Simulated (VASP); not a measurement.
# Cd2S (P3m1) in VASP: notebook

Runs on Cd2S. Level: LDA. Tasks: single point.

All numbers are computed with VASP 6.6.1; they aren't measurements. Logs are shortened: lines on timing, memory, paths and dates and some standing lists are left out, and cuts for length are marked.

## (1) The cell of the first run

It takes space group P3m1 (No. 156, trigonal). The conventional cell has a = 3.283 Å, b = 3.283 Å, c = 5.748 Å, α = 90.00°, β = 90.00°, γ = 120.00°. Cd (site symmetry 3m) has 3 S at 2.42 Å and 9 Cd at 2.71 to 3.28 Å within 3.3 Å. Cd (site symmetry 3m) has 1 S at 2.30 Å and 3 Cd at 2.71 Å within 3.0 Å. S (site symmetry 3m) has 4 Cd at 2.30 to 2.42 Å within 3.0 Å.

## (2) Single point, LDA

File INCAR:

```
SYSTEM = Cd2S
ALGO = Normal
EDIFF = 1E-6
ENCUT = 630
GGA = CA
GGA_COMPAT = .False.
ISIF = 2
ISMEAR = -1
LASPH = .True.
LCHARG = .False.
LREAL = .False.
LWAVE = .False.
NBANDS = 30
NELM = 120
PREC = Accurate
SIGMA = 0.1
```

File KPOINTS:

```
k-points
0
Gamma
  10 10 6
  0 0 0
```

File POSCAR:

```
Cd2S
1.0
    3.2829970995      0.0000000000      0.0000000000
   -1.6414985497      2.8431588887      0.0000000000
    0.0000000000      0.0000000000      5.7476611154
Cd S
2 1
Direct
    0.6666666667      0.3333333333      0.6012154548
    0.3333333333      0.6666666667      0.9376496441
    0.3333333333      0.6666666667      0.3382919011
```

Potentials or basis: VASP PAW LDA potentials, release 64 (Cd_sv_GW, S).

The run is started by

```bash
$ cat potpaw_LDA.64/Cd_sv_GW/POTCAR potpaw_LDA.64/S/POTCAR > POTCAR
$ mpirun -np 1 vasp_std > vasp.out
```

OUTCAR:

```text
SYSTEM = Cd2S
   EDIFF = 1E-6
   ENCUT = 630
   GGA = CA
   ISIF = 2
   ISMEAR = -1
   LASPH = .True.
   LREAL = .False.
   NELM = 120
   PREC = Accurate

 ion  position               nearest neighbor table
   1  0.667  0.333  0.601-   3 2.42   3 2.42   3 2.42
   2  0.333  0.667  0.938-   3 2.30
   3  0.333  0.667  0.338-   2 2.30   1 2.42   1 2.42   1 2.42

  LATTYP: Found a hexagonal cell.
 ALAT       =     3.2829970995
 C/A-ratio  =     1.7507359712

  Lattice vectors:

 A1 = (   3.2829970995,   0.0000000000,   0.0000000000)
 A2 = (  -1.6414985497,   2.8431588887,   0.0000000000)
 A3 = (   0.0000000000,   0.0000000000,   5.7476611154)

Analysis of symmetry for initial positions (statically):
=====================================================================
 Subroutine PRICEL returns:
 Original cell was already a primitive cell.

 Routine SETGRP: Setting up the symmetry group for a
 hexagonal supercell.

 Subroutine GETGRP returns: Found  6 space group operations
 (whereof  6 operations were pure point group operations)
 out of a pool of 24 trial point group operations.

The static configuration has the point symmetry C_3v.

Analysis of symmetry for dynamics (positions and initial velocities):
=====================================================================
 Subroutine PRICEL returns:
 Original cell was already a primitive cell.

 Routine SETGRP: Setting up the symmetry group for a
 hexagonal supercell.

 Subroutine GETGRP returns: Found  6 space group operations
 (whereof  6 operations were pure point group operations)
 out of a pool of 24 trial point group operations.

The dynamic configuration has the point symmetry C_3v.

 Subroutine INISYM returns: Found  6 space group operations
 (whereof  6 operations are pure point group operations),
 and found     1 'primitive' translations

----------------------------------------------------------------------------------------

                                     Primitive cell

  volume of cell :      53.6491

  direct lattice vectors                    reciprocal lattice vectors
     3.282997100  0.000000000  0.000000000     0.304599721  0.175860731  0.000000000
    -1.641498550  2.843158889  0.000000000     0.000000000  0.351721462  0.000000000
[... 81 lines left out ...]
   ISPIN  =      1    spin polarized calculation?
   LNONCOLLINEAR =      F non collinear calculations
   LSORBIT =      F    spin-orbit coupling
   LASPH  =      T    aspherical Exc in radial PAW
   ENCUT  =  630.0 eV  46.30 Ry    6.80 a.u.   6.72  6.72 11.76*2*pi/ulx,y,z
   NELM   =    120;   NELMIN=  2; NELMDL= -5     # of ELM steps
   EDIFF  = 0.1E-05   stopping-criterion for ELM
   LREAL  =      F    real-space projection
   EDIFFG = 0.1E-04   stopping-criterion for IOM
   NSW    =      0    number of steps for IOM
   IBRION =     -1    ionic relax: 0-MD 1-quasi-New 2-CG
   NFREE  =      0    steps in history (QN), initial steepest desc. (CG)
   ISIF   =      2    stress and relaxation
   ISYM   =      2    0-nonsym 1-usesym 2-fastsym
   POTIM  = 0.5000    time-step for ionic-motion
   TEBEG  =    0.0;   TEEND  =   0.0 temperature during run
   PSTRESS=    0.0 pullay stress
   NELECT =      46.0000    total number of electrons
   NUPDOWN=      -1.0000    fix difference up-down
   EMIN   =  10.00;   EMAX   =-10.00  energy-range for DOS
   EFERMI =   0.00;   METHOD = LEGACY
   ISMEAR =    -1;   SIGMA  =   0.10  broadening in eV -4-tet -1-fermi 0-gaus
   EFERMI_NEDOS =   21; number of points for ismear=-14 and -15
   IALGO  =     38    algorithm
   IMIX   =      4    mixing-type and parameters
     AMIX     =   0.40;   BMIX     =  1.00
     AMIX_MAG =   1.60;   BMIX_MAG =  1.00
  volume/ion in A,a.u.               =      17.88       120.68
  Fermi-wavevector in a.u.,A,eV,Ry     =   1.555273  2.939039 32.910762  2.418873
  Thomas-Fermi vector in A             =   2.659238
   LORBIT       =      0    0 simple, 1 ext, 2 COOP (PROOUT), +10 PAW based schemes
   GGA     = CA    functional components
   LHFCALC =     F    Hartree Fock is set to
   AEXX    =    0.0000 exact exchange contribution
   IVDW    =     0    specifies the selected vdW correction
   LEPSILON=     F    determine dielectric tensor
   LRPA    =     F    only Hartree local field effects (RPA)
 non-spin polarized calculation
  energy-cutoff  :      630.00
  volume of cell :       53.65
 maximum number of plane-waves:      1955
 NGX is ok and might be reduce to    28
   NGX = 13   NGY = 13   NGZ = 23

 number of electron      45.9999997 magnetization

 Free energy of the ion-electron system (eV)
  ---------------------------------------------------
  ext. energy  EPLUGINS =         0.00000000
  ---------------------------------------------------
  free energy    TOTEN  =        -7.40888207 eV

  energy without entropy =       -7.38175324  energy(sigma->0) =       -7.39531765

 E-fermi :   7.3867     XC(G=0): -11.9235

 val. band max:        7.3835748605   @ k =   0.4000   0.2000   0.0000
 cond. band min:       7.3960224430   @ k =   0.4000   0.1000   0.1667
 fundamental gap:      0.0124475826
 Fermi energy:         7.3866815421

 k-point     1 :       0.0000    0.0000    0.0000
  band No.  band energies     occupation
      1     -95.3706      2.00000
      2     -95.1184      2.00000
      3     -56.7845      2.00000
      4     -56.7261      2.00000
      5     -56.7261      2.00000
      6     -56.5084      2.00000
[... 781 lines left out ...]
     29      17.0906      0.00000
     30      17.7389      0.00000

 [... further k-points ...]

------------------------ aborting loop because EDIFF is reached ----------------------------------------

  FORCE on cell =-STRESS in cart. coord.  units (eV):
  Direction    XX          YY          ZZ          XY          YZ          ZX
  --------------------------------------------------------------------------------------
  -------------------------------------------------------------------------------------
  Total        6.6802874      6.6802874      6.7467436      0.0000000     -0.0000000      0.0000000
  in kB      199.5000198    199.5000198    201.4846693      0.0000000     -0.0000000      0.0000000
  external PRESSURE =     200.1615696 kB  Pullay stress =       0.0000000 kB

 VOLUME and BASIS-vectors are now :
 -----------------------------------------------------------------------------
  energy-cutoff  :      630.00
  volume of cell :       53.65
      direct lattice vectors                 reciprocal lattice vectors
     3.282997100  0.000000000  0.000000000     0.304599721  0.175860731  0.000000000
    -1.641498550  2.843158889  0.000000000     0.000000000  0.351721462  0.000000000
     0.000000000  0.000000000  5.747661115     0.000000000  0.000000000  0.173983814

 POSITION                                       TOTAL-FORCE (eV/Angst)
 -----------------------------------------------------------------------------------
      1.64150      0.94772      3.45558         0.000000      0.000000     -0.015362
     -0.00000      1.89544      5.38929        -0.000000      0.000000      0.042883
     -0.00000      1.89544      1.94439        -0.000000     -0.000000     -0.027521
 -----------------------------------------------------------------------------------
    total drift:                                0.000000     -0.000000     -0.001436

  FREE ENERGIE OF THE ION-ELECTRON SYSTEM (eV)
  ---------------------------------------------------
  free  energy   TOTEN  =        -7.4088820666 eV

  energy  without entropy=       -7.3817532370  energy(sigma->0) =       -7.39531765
```

OSZICAR:

```text
N       E                     dE             d eps       ncg     rms          rms(c)
DAV:   1     0.122282794422E+04    0.12228E+04   -0.29958E+04  4416   0.246E+03
DAV:   2     0.127452465266E+03   -0.10954E+04   -0.10302E+04  4320   0.915E+02
DAV:   3    -0.187508980425E+01   -0.12933E+03   -0.12498E+03  6736   0.387E+02
DAV:   4    -0.815339831188E+01   -0.62783E+01   -0.62564E+01  6408   0.113E+02
DAV:   5    -0.855250886842E+01   -0.39911E+00   -0.39906E+00  6716   0.245E+01    0.443E+01
DAV:   6    -0.742185135204E+01    0.11307E+01   -0.21010E+00  7496   0.334E+01    0.317E+01
DAV:   7    -0.748064002684E+01   -0.58789E-01   -0.10246E+00  6912   0.100E+01    0.262E+00
DAV:   8    -0.741644599793E+01    0.64194E-01   -0.27581E-01  7106   0.829E+00    0.179E+00
DAV:   9    -0.740918828290E+01    0.72577E-02   -0.44178E-02  7180   0.392E+00    0.354E-01
DAV:  10    -0.740893472671E+01    0.25356E-03   -0.36533E-03  5988   0.729E-01    0.205E-01
DAV:  11    -0.740889956812E+01    0.35159E-04   -0.41671E-04  7018   0.377E-01    0.130E-01
DAV:  12    -0.740892927523E+01   -0.29707E-04   -0.15789E-04  7904   0.256E-01    0.107E-01
DAV:  13    -0.740888126339E+01    0.48012E-04   -0.12031E-04  8560   0.217E-01    0.142E-02
DAV:  14    -0.740888197925E+01   -0.71586E-06   -0.17810E-05  5404   0.524E-02    0.116E-02
DAV:  15    -0.740888206662E+01   -0.87370E-07   -0.82003E-07  3378   0.175E-02
   1 F= -.74088821E+01 E0= -.73953177E+01  d E =-.271288E-01
```

stdout:

```text
POSCAR found type information on POSCAR CdS
 POSCAR found :  2 types and       3 ions
 scaLAPACK will be used
 LDA part: xc-table for (Slater(with rela. corr.)+CA(PZ))
 , standard interpolation
 POSCAR, INCAR and KPOINTS ok, starting setup
 FFT: planning ... GRIDC
 FFT: planning ... GRID_SOFT
 FFT: planning ... GRID
 WAVECAR not read
 entering main loop
```

It took 83 s on 1 thread of Intel Xeon Platinum 8559C (Emerald Rapids), shared host; peak memory 0.27 GiB.

Results:

| Quantity | Value |
| --- | --- |
| Free energy | -7.4089 eV |
| Pressure | 20.0 GPa |
| Largest force | 0.043 eV/Å |
| Band gap on the k mesh | zero (bands 23 and 24 overlap by 0.81 eV) |

Forces on the atoms (eV/Å):
```
Cd   0.000  0.000 -0.015
Cd   0.000  0.000  0.043
S    0.000  0.000 -0.028
```

Stress tensor (GPa, compression positive):
```
19.95  0.00  0.00
 0.00 19.95  0.00
 0.00  0.00 20.15
```

Caveat: the cell stands under pressure.

## (3) Single point, LDA

This run uses another cell than the first one, of 19.90 Å³/atom.

File INCAR:

```
SYSTEM = Cd2S
PREC = Accurate
ENCUT = 630
EDIFF = 1E-6
ISMEAR = -1
SIGMA = 0.1
LREAL = .False.
LASPH = .True.
NELM = 120
ALGO = Normal
ISIF = 2
LWAVE = .False.
LCHARG = .False.
NBANDS = 30
GGA_COMPAT = .False.
```

File KPOINTS:

```
regular mesh
0
Gamma
  10 10 6
  0 0 0
```

File POSCAR:

```
Cd2S
1.0
    3.4954076776      0.0000000000      0.0000000000
   -1.7477038388      3.0271118454      0.0000000000
    0.0000000000      0.0000000000      5.6408479237
Cd S
2 1
Direct
    0.6666666667      0.3333333333      0.5949471237
    0.3333333333      0.6666666667      0.9329625615
    0.3333333333      0.6666666667      0.3492473147
```

Potentials or basis: VASP PAW LDA potentials, release 64 (Cd_sv_GW, S).

The run is started by

```bash
$ cat potpaw_LDA.64/Cd_sv_GW/POTCAR potpaw_LDA.64/S/POTCAR > POTCAR
$ mpirun -np 1 vasp_std > vasp.out
```

Run time: 1.7 min. Hardware: 1 thread of AMD EPYC 9R45 (Zen 5), shared host; peak memory 0.26 GiB.

The run converged. Its results:

```yaml
Free_energy: -7.9681 eV
Pressure: 10.0 GPa
Largest_force: 0.005 eV/Å
Band_gap_on_the_k_mesh: zero (bands 23 and 24 overlap by 0.15 eV)
```

Forces in eV/Å, atoms in the order of the input:
```
Cd   0.000  0.000  0.001
Cd   0.000  0.000  0.004
S    0.000  0.000 -0.005
```

Stress tensor (GPa, compression positive):
```
 9.95  0.00  0.00
 0.00  9.95  0.00
 0.00  0.00 10.12
```

Levels at points of the mesh, in eV from the Fermi level:
```
           k point  band 19  band 20  band 21  band 22  band 23  band 24  band 25  band 26  band 27  band 28
(0.00, 0.00, 0.00)    -7.98    -5.99    -5.12    -0.11    -0.11     4.60     5.32     8.19     8.19    10.25
(0.50, 0.00, 0.00)    -7.71    -5.41    -3.65    -1.47    -1.40    -0.07     2.81     5.37     6.83     8.07
(0.00, 0.00, 0.50)    -8.00    -7.83    -1.31    -0.04    -0.04     1.36     5.44     7.83     7.83     9.57
(0.50, 0.00, 0.50)    -7.83    -4.83    -4.22    -2.11    -1.05     1.60     3.85     4.98     5.77     6.68
```

Caveat: the cell stands under pressure; semilocal functionals underestimate gaps, and a narrow one can read as zero.

The gap in the log of VASP goes by the Fermi energy; the results here count the filled bands.